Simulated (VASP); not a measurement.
Wanted: the native input for a VASP 6.6.1 run.

```
Task                   : single point
Functional             : r2SCAN
Potentials or basis    : VASP PAW PBE potentials, release 64 (Si)
Cutoff                 : 520 eV
k mesh                 : 10 × 10 × 10
Occupations            : gaussian, width 0.02 eV
Spin                   : no spin polarisation
Dipole correction      : no
Further INCAR settings : ALGO = Normal; EDIFF = 1e-07; NBANDS = 11
```

Si:

```
CELL_PARAMETERS angstrom
0.00000 2.60854 2.60854
2.60854 0.00000 2.60854
2.60854 2.60854 0.00000
ATOMIC_POSITIONS crystal
Si 0.75000 0.75000 0.75000
Si 0.50000 0.50000 0.50000
```

This cell differs from its parent crystal: volume scaled by 0.88.

One way to write it, as run:

POSCAR

```
Si
1.0
    0.0000000000      2.6085409576      2.6085409576
    2.6085409576      0.0000000000      2.6085409576
    2.6085409576      2.6085409576      0.0000000000
Si
2
Direct
    0.7500000000      0.7500000000      0.7500000000
    0.5000000000      0.5000000000      0.5000000000
```

INCAR.step1

```
SYSTEM = Si
PREC = Accurate
ENCUT = 520
ISMEAR = 0
SIGMA = 0.02
LREAL = .False.
LASPH = .True.
NELM = 100
NBANDS = 11
GGA = PE
ALGO = Normal
EDIFF = 1E-4
LWAVE = .True.
LCHARG = .False.
```

INCAR.step2

```
SYSTEM = Si
PREC = Accurate
ENCUT = 520
EDIFF = 1E-7
ISMEAR = 0
SIGMA = 0.02
LREAL = .False.
LASPH = .True.
NELM = 100
ALGO = Normal
ISIF = 2
LWAVE = .False.
LCHARG = .True.
METAGGA = R2SCAN
LMIXTAU = .True.
LELF = .True.
LVHAR = .True.
NBANDS = 11
ISTART = 1
```

KPOINTS

```
Automatic mesh
0
Gamma
  10 10 10
  0 0 0
```

Potentials or basis: VASP PAW PBE potentials, release 64 (Si).

The run is started by

```sh
$ cat potpaw_PBE.64/Si/POTCAR > POTCAR
$ cp INCAR.step1 INCAR
$ mpirun -np 1 vasp_std > vasp.out
$ cp INCAR.step2 INCAR
$ mpirun -np 1 vasp_std > vasp.out
```

Results of the run:

- Pressure: 15.9 GPa
- Band gap on the k mesh: 0.56 eV, indirect (least direct gap 2.80 eV)

Caveat: the PAW data sets were made with another functional, which shifts forces and pressure a little.

Run time: 84 s on 1 thread of Intel(R) Xeon(R) Platinum 8259CL CPU @ 2.50GHz (Skylake/Cascade Lake), with other jobs on the host, peak memory 0.16 GiB.
